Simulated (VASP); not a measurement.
# Sc (Im-3m) in VASP: a series of runs

Sc is run at these levels: PBE; tasks: single point.

All numbers are computed with VASP 6.6.1; they aren't measurements. Logs are shortened: lines on timing, memory, paths and dates and some standing lists are left out, and cuts for length are marked.

### 1 The cell of the first run

Symmetry: Im-3m, No. 229, cubic system. The conventional cell has a = 3.681 Å, b = 3.681 Å, c = 3.681 Å, α = 90.00°, β = 90.00°, γ = 90.00°. Within 4.2 Å of Sc (site symmetry m-3m) lie 14 Sc at 3.19 to 3.68 Å.

### 2 Single point, PBE

File INCAR:

```
SYSTEM = Sc
  PREC = Accurate
  ENCUT = 520
  EDIFF = 1E-6
  ISMEAR = 0
  SIGMA = 0.05
  LREAL = .FALSE.
  LASPH = .TRUE.
  NELM = 80
  ALGO = Normal
  ISIF = 2
  LWAVE = .FALSE.
  LCHARG = .FALSE.
  GGA = PE
  NBANDS = 12
```

File KPOINTS:

```
Automatic mesh
0
G
  8 8 8
  0 0 0
```

File POSCAR:

```
Sc
1.0
   -1.8403091300      1.8403091300      1.8403091300
    1.8403091300     -1.8403091300      1.8403091300
    1.8403091300      1.8403091300     -1.8403091300
Sc
1
Direct
    0.0000000000      0.0000000000      0.0000000000
```

Potentials or basis: VASP PAW PBE potentials, release 64 (Sc_sv).

The run is started by

```console
$ cat potpaw_PBE.64/Sc_sv/POTCAR > POTCAR
$ mpirun -np 1 vasp_std > vasp.out
```

OUTCAR:

```text
SYSTEM = Sc
   PREC = Accurate
   ENCUT = 520
   EDIFF = 1E-6
   ISMEAR = 0
   LREAL = .FALSE.
   LASPH = .TRUE.
   NELM = 80
   ISIF = 2
   GGA = PE

 ion  position               nearest neighbor table
   1  0.000  0.000  0.000-

  LATTYP: Found a body centered cubic cell.
 ALAT       =     3.6806182600

  Lattice vectors:

 A1 = (  -1.8403091300,   1.8403091300,   1.8403091300)
 A2 = (   1.8403091300,  -1.8403091300,   1.8403091300)
 A3 = (   1.8403091300,   1.8403091300,  -1.8403091300)

Analysis of symmetry for initial positions (statically):
=====================================================================
 Subroutine PRICEL returns:
 Original cell was already a primitive cell.

 Routine SETGRP: Setting up the symmetry group for a
 body centered cubic supercell.

 Subroutine GETGRP returns: Found 48 space group operations
[... 9 lines left out ...]

 Routine SETGRP: Setting up the symmetry group for a
 body centered cubic supercell.

 Subroutine GETGRP returns: Found 48 space group operations
[... 11 lines left out ...]
                                     Primitive cell

  volume of cell :      24.9306

  direct lattice vectors                    reciprocal lattice vectors
    -1.840309130  1.840309130  1.840309130     0.000000000  0.271693484  0.271693484
     1.840309130 -1.840309130  1.840309130     0.271693484  0.000000000  0.271693484
     1.840309130  1.840309130 -1.840309130     0.271693484  0.271693484  0.000000000

  length of vectors
     3.187508915  3.187508915  3.187508915     0.384232611  0.384232611  0.384232611

  position of ions in fractional coordinates (direct lattice)
     0.000000000  0.000000000  0.000000000

  ion indices of the primitive-cell ions
   primitive index   ion index
                 1           1

----------------------------------------------------------------------------------------

 KPOINTS: Automatic mesh

Automatic generation of k-mesh.
 Grid dimensions read from file:
 generate k-points for:    8    8    8

 Generating k-lattice:

  Cartesian coordinates                     Fractional coordinates (reciprocal lattice)
     0.000000000  0.033961686  0.033961686     0.125000000  0.000000000  0.000000000
     0.033961686  0.000000000  0.033961686     0.000000000  0.125000000  0.000000000
     0.033961686  0.033961686  0.000000000     0.000000000  0.000000000  0.125000000

  Length of vectors
     0.048029076  0.048029076  0.048029076

  Shift w.r.t. Gamma in fractional coordinates (k-lattice)
     0.000000000  0.000000000  0.000000000

 Subroutine IBZKPT returns following result:
 ===========================================

 Found     29 irreducible k-points:

 Following reciprocal coordinates:
            Coordinates               Weight
  0.000000  0.000000  0.000000      1.000000
  0.125000  0.000000  0.000000     12.000000
  0.250000  0.000000  0.000000     12.000000
  0.375000  0.000000  0.000000     12.000000
  0.500000  0.000000  0.000000      6.000000
  0.125000  0.125000  0.000000     24.000000
[... 16 lines left out ...]
 -0.250000  0.250000  0.250000      6.000000
 -0.375000  0.375000  0.250000     24.000000
 [... further k-points ...]
   k-points           NKPTS =     29   k-points in BZ     NKDIM =     29   number of bands    NBANDS=     12
   number of dos      NEDOS =    301   number of ions     NIONS =      1
   total plane-waves  NPLWV =  13824
   dimension x,y,z NGX =    24 NGY =   24 NGZ =   24
   dimension x,y,z NGXF=    48 NGYF=   48 NGZF=   48
   ions per type =               1
   NGX,Y,Z   is equivalent  to a cutoff of  12.52, 12.52, 12.52 a.u.
   NGXF,Y,Z  is equivalent  to a cutoff of  25.03, 25.03, 25.03 a.u.
 SYSTEM =  Sc
   PREC   = accura    normal or accurate (medium, high low for compatibility)
   ISTART =      0    job   : 0-new  1-cont  2-samecut
   ICHARG =      2    charge: 1-file 2-atom 10-const
   ISPIN  =      1    spin polarized calculation?
   LNONCOLLINEAR =      F non collinear calculations
   LSORBIT =      F    spin-orbit coupling
   LASPH  =      T    aspherical Exc in radial PAW
   ENCUT  =  520.0 eV  38.22 Ry    6.18 a.u.   5.93  5.93  5.93*2*pi/ulx,y,z
   NELM   =     80;   NELMIN=  2; NELMDL= -5     # of ELM steps
   EDIFF  = 0.1E-05   stopping-criterion for ELM
   LREAL  =      F    real-space projection
   EDIFFG = 0.1E-04   stopping-criterion for IOM
   NSW    =      0    number of steps for IOM
   IBRION =     -1    ionic relax: 0-MD 1-quasi-New 2-CG
   NFREE  =      0    steps in history (QN), initial steepest desc. (CG)
   ISIF   =      2    stress and relaxation
   ISYM   =      2    0-nonsym 1-usesym 2-fastsym
   POTIM  = 0.5000    time-step for ionic-motion
   TEBEG  =    0.0;   TEEND  =   0.0 temperature during run
   PSTRESS=    0.0 pullay stress
   NELECT =      11.0000    total number of electrons
   NUPDOWN=      -1.0000    fix difference up-down
   EMIN   =  10.00;   EMAX   =-10.00  energy-range for DOS
   EFERMI =   0.00;   METHOD = LEGACY
   ISMEAR =     0;   SIGMA  =   0.05  broadening in eV -4-tet -1-fermi 0-gaus
   EFERMI_NEDOS =   21; number of points for ismear=-14 and -15
   IALGO  =     38    algorithm
   IMIX   =      4    mixing-type and parameters
     AMIX     =   0.40;   BMIX     =  1.00
     AMIX_MAG =   1.60;   BMIX_MAG =  1.00
  volume/ion in A,a.u.               =      24.93       168.24
  Fermi-wavevector in a.u.,A,eV,Ry     =   1.246316  2.355196 21.133989  1.553304
  Thomas-Fermi vector in A             =   2.380499
   LORBIT       =      0    0 simple, 1 ext, 2 COOP (PROOUT), +10 PAW based schemes
   GGA     = PE    functional components
   LHFCALC =     F    Hartree Fock is set to
   AEXX    =    0.0000 exact exchange contribution
   IVDW    =     0    specifies the selected vdW correction
   LEPSILON=     F    determine dielectric tensor
   LRPA    =     F    only Hartree local field effects (RPA)
 non-spin polarized calculation
 Gauss-broadening in eV      SIGMA  =   0.05
  energy-cutoff  :      520.00
  volume of cell :       24.93
 maximum number of plane-waves:       691
   NGX = 11   NGY = 11   NGZ = 11

 number of electron      11.0000001 magnetization

 Free energy of the ion-electron system (eV)
  ---------------------------------------------------
  ext. energy  EPLUGINS =         0.00000000
  ---------------------------------------------------
  free energy    TOTEN  =        -6.14630112 eV

  energy without entropy =       -6.14263470  energy(sigma->0) =       -6.14446791

 E-fermi :   3.7422     XC(G=0):  -9.8359

 val. band max:        3.6506277032   @ k =   0.2500   0.2500   0.1250
 cond. band min:       3.7494853000   @ k =   0.3750   0.1250   0.1250
 fundamental gap:      0.0988575968
 Fermi energy:         3.7422192715

 k-point     1 :       0.0000    0.0000    0.0000
  band No.  band energies     occupation
      1     -45.8911      2.00000
      2     -24.3055      2.00000
      3     -24.3055      2.00000
      4     -24.3055      2.00000
      5      -1.4885      2.00000
      6       5.1645      0.00000
      7       5.1645      0.00000
      8       5.1645      0.00000
      9       6.5486      0.00000
     10       6.5486      0.00000
     11      17.7570      0.00000
     12      17.7570      0.00000

 k-point     2 :       0.1250    0.0000    0.0000
  band No.  band energies     occupation
      1     -45.8823      2.00000
      2     -24.3625      2.00000
      3     -24.3235      2.00000
      4     -24.3056      2.00000
      5      -1.0804      2.00000
      6       4.9705      0.00000
      7       5.0605      0.00000
      8       5.4636      0.00000
      9       6.3628      0.00000
     10       6.5628      0.00000
     11      16.9770      0.00000
     12      17.5585      0.00000

 k-point     3 :       0.2500    0.0000    0.0000
  band No.  band energies     occupation
      1     -45.8610      2.00000
      2     -24.4978      2.00000
      3     -24.3669      2.00000
      4     -24.3061      2.00000
      5       0.0260      2.00000
      6       4.5424      0.00000
      7       4.5628      0.00000
      8       6.2778      0.00000
      9       6.3209      0.00000
     10       6.6343      0.00000
     11      14.5381      0.00000
     12      16.2344      0.00000

 k-point     4 :       0.3750    0.0000    0.0000
  band No.  band energies     occupation
      1     -45.8396      2.00000
      2     -24.6296      2.00000
      3     -24.4098      2.00000
      4     -24.3066      2.00000
      5       1.3678      2.00000
      6       4.1115      0.00000
      7       4.1594      0.00000
      8       6.4857      0.00000
      9       6.7665      0.00000
     10       7.2962      0.00000
     11      11.8358      0.00000
     12      14.8245      0.00000

 k-point     5 :       0.5000    0.0000    0.0000
  band No.  band energies     occupation
      1     -45.8308      2.00000
      2     -24.6834      2.00000
      3     -24.4275      2.00000
      4     -24.3069      2.00000
      5       1.9632      2.00000
      6       4.0115      0.00000
      7       4.1512      0.00000
      8       6.5185      0.00000
      9       6.8430      0.00000
     10       7.8233      0.00000
     11      10.5812      0.00000
     12      14.2705      0.00000

 k-point     6 :       0.1250    0.1250    0.0000
  band No.  band energies     occupation
      1     -45.8672      2.00000
      2     -24.4551      2.00000
      3     -24.3447      2.00000
      4     -24.3190      2.00000
      5      -0.3167      2.00000
      6       4.6867      0.00000
      7       4.7024      0.00000
      8       6.0589      0.00000
      9       6.1800      0.00000
     10       6.6793      0.00000
     11      15.8334      0.00000
     12      16.1790      0.00000

 k-point     7 :       0.2500    0.1250   -0.0000
  band No.  band energies     occupation
      1     -45.8459      2.00000
      2     -24.5737      2.00000
      3     -24.3973      2.00000
      4     -24.3247      2.00000
      5       0.9737      2.00000
      6       4.1168      0.00000
      7       4.3149      0.00000
      8       6.2738      0.00000
      9       6.8017      0.00000
     10       7.0551      0.00000
     11      13.1766      0.00000
     12      14.7338      0.00000

 k-point     8 :       0.3750    0.1250    0.0000
  band No.  band energies     occupation
      1     -45.8308      2.00000
      2     -24.6533      2.00000
      3     -24.4393      2.00000
      4     -24.3263      2.00000
      5       2.0766      2.00000
      6       3.8917      0.00002
      7       4.0509      0.00000
      8       6.4548      0.00000
      9       6.8987      0.00000
     10       7.9853      0.00000
     11      10.8783      0.00000
     12      13.8281      0.00000
[... 166 lines left out ...]
 k-point    20 :      -0.3750    0.5000    0.1250
  band No.  band energies     occupation
      1     -45.8199      2.00000
      2     -24.6271      2.00000
      3     -24.4921      2.00000
      4     -24.3741      2.00000
      5       2.5832      2.00000
      6       3.4905      2.00000
      7       4.4260      0.00000
      8       6.0663      0.00000
      9       7.0840      0.00000
     10       8.3186      0.00000
     11      10.9620      0.00000
     12      12.6868      0.00000

 k-point    21 :      -0.3750   -0.3750    0.1250
  band No.  band energies     occupation
      1     -45.8145      2.00000
      2     -24.5779      2.00000
      3     -24.5779      2.00000
      4     -24.3784      2.00000
      5       3.2816      2.00000
      6       3.2816      2.00000
      7       3.9357      0.00000
      8       6.7058      0.00000
      9       6.7058      0.00000
     10      10.1591      0.00000
     11      10.1591      0.00000
     12      10.5621      0.00000

 k-point    22 :       0.2500    0.2500    0.2500
  band No.  band energies     occupation
      1     -45.8266      2.00000
      2     -24.4912      2.00000
      3     -24.4912      2.00000
      4     -24.4912      2.00000
      5       3.4985      2.00000
      6       3.4985      2.00000
      7       3.4985      2.00000
      8       6.8931      0.00000
      9       6.8931      0.00000
     10      10.2468      0.00000
     11      11.0119      0.00000
     12      11.0119      0.00000

 k-point    23 :      -0.2500    0.2500    0.2500
  band No.  band energies     occupation
      1     -45.8351      2.00000
      2     -24.5043      2.00000
      3     -24.4335      2.00000
      4     -24.4335      2.00000
      5       1.2695      2.00000
      6       4.2862      0.00000
      7       5.2966      0.00000
      8       5.2966      0.00000
      9       6.2716      0.00000
     10       7.0412      0.00000
     11      15.3373      0.00000
     12      15.3533      0.00000

 k-point    24 :      -0.3750    0.3750    0.2500
  band No.  band energies     occupation
      1     -45.8167      2.00000
      2     -24.5856      2.00000
      3     -24.4801      2.00000
      4     -24.4441      2.00000
      5       2.2792      2.00000
      6       3.5246      2.00000
      7       5.3084      0.00000
      8       5.6632      0.00000
      9       7.1007      0.00000
     10       7.4097      0.00000
     11      12.3393      0.00000
     12      13.7238      0.00000

 [... further k-points ...]

------------------------ aborting loop because EDIFF is reached ----------------------------------------

  FORCE on cell =-STRESS in cart. coord.  units (eV):
  Direction    XX          YY          ZZ          XY          YZ          ZX
  --------------------------------------------------------------------------------------
  -------------------------------------------------------------------------------------
  Total       -0.0472068     -0.0472068     -0.0472068     -0.0000000     -0.0000000     -0.0000000
  in kB       -3.0337695     -3.0337695     -3.0337695     -0.0000000     -0.0000000     -0.0000000
  external PRESSURE =      -3.0337695 kB  Pullay stress =       0.0000000 kB

 VOLUME and BASIS-vectors are now :
 -----------------------------------------------------------------------------
  energy-cutoff  :      520.00
  volume of cell :       24.93
      direct lattice vectors                 reciprocal lattice vectors
    -1.840309130  1.840309130  1.840309130     0.000000000  0.271693484  0.271693484
     1.840309130 -1.840309130  1.840309130     0.271693484  0.000000000  0.271693484
     1.840309130  1.840309130 -1.840309130     0.271693484  0.271693484  0.000000000

 POSITION                                       TOTAL-FORCE (eV/Angst)
 -----------------------------------------------------------------------------------
      0.00000      0.00000      0.00000         0.000000     -0.000000      0.000000
 -----------------------------------------------------------------------------------
    total drift:                                0.000000      0.000000      0.000000

  FREE ENERGIE OF THE ION-ELECTRON SYSTEM (eV)
  ---------------------------------------------------
  free  energy   TOTEN  =        -6.1463011170 eV

  energy  without entropy=       -6.1426346969  energy(sigma->0) =       -6.14446791
```

Run time: 11 s. Hardware: 1 thread of Intel Xeon 6975P-C, shared host; peak memory 0.14 GiB.

Results:

```
Free energy : -6.1463 eV
Pressure    : -0.3 GPa
```

Levels at points of the mesh, in eV from the Fermi level:
```tsv
k point	band 1	band 2	band 3	band 4	band 5	band 6	band 7	band 8	band 9	band 10
(0.00, 0.00, 0.00)	-49.63	-28.05	-28.05	-28.05	-5.23	1.42	1.42	1.42	2.81	2.81
(0.50, 0.00, 0.00)	-49.57	-28.43	-28.17	-28.05	-1.78	0.27	0.41	2.78	3.10	4.08
(0.50, 0.50, 0.50)	-49.53	-28.31	-28.31	-28.31	-1.22	-1.22	3.80	3.80	3.80	6.10
```

(Continued in part 2 of 2.)
